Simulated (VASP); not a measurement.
Here is a VASP 6.6.1 calculation.

File INCAR:

```
ALGO = Normal ; EDIFF = 1E-7
EDIFFG = -0.04 ; ENCUT = 600
GGA = PE ; IBRION = 2
ISIF = 3 ; ISMEAR = 0
LASPH = True ; LCHARG = False
LREAL = False ; LWAVE = False
NELM = 60 ; NSW = 90
PREC = Accurate ; SIGMA = 0.1
```

File KPOINTS:

```
k-points
0
Gamma
  3 3 4
```

Contents of POSCAR:

```
SiGe3Ru
1.0
    6.0201741400      0.0000000000      0.0000000000
   -3.0100870700      5.2136237400      0.0000000000
    0.0000000000      0.0000000000      5.3919282100
Si Ge Ru
2 6 2
Direct
    0.0000000000      0.0000000000      0.5000000000
    0.0000000000      0.0000000000      0.0000000000
    0.3358539900      0.0058700000      0.7500000000
    0.6700160100      0.6641460100      0.7500000000
    0.9941300000      0.3299839900      0.7500000000
    0.9941300000      0.6641460100      0.2500000000
    0.3358539900      0.3299839900      0.2500000000
    0.6700160100      0.0058700000      0.2500000000
    0.6666666700      0.3333333300      0.0000000000
    0.6666666700      0.3333333300      0.5000000000
```

Potentials or basis: VASP PAW PBE potentials, release 64 (Si, Ge_d, Ru_pv).

Command:

```bash
$ cat potpaw_PBE.64/Si/POTCAR potpaw_PBE.64/Ge_d/POTCAR potpaw_PBE.64/Ru_pv/POTCAR > POTCAR
$ mpirun -np 1 vasp_std > vasp.out
```

(1) What does it give for the relaxed cell?

(2) Estimate the space group after relaxing (to 0.1 Å).

Answers

(1) a = 5.842 Å, b = 5.842 Å, c = 5.924 Å, α = 90.00°, β = 90.00°, γ = 120.00°.

(2) P-6c2 (No. 188).
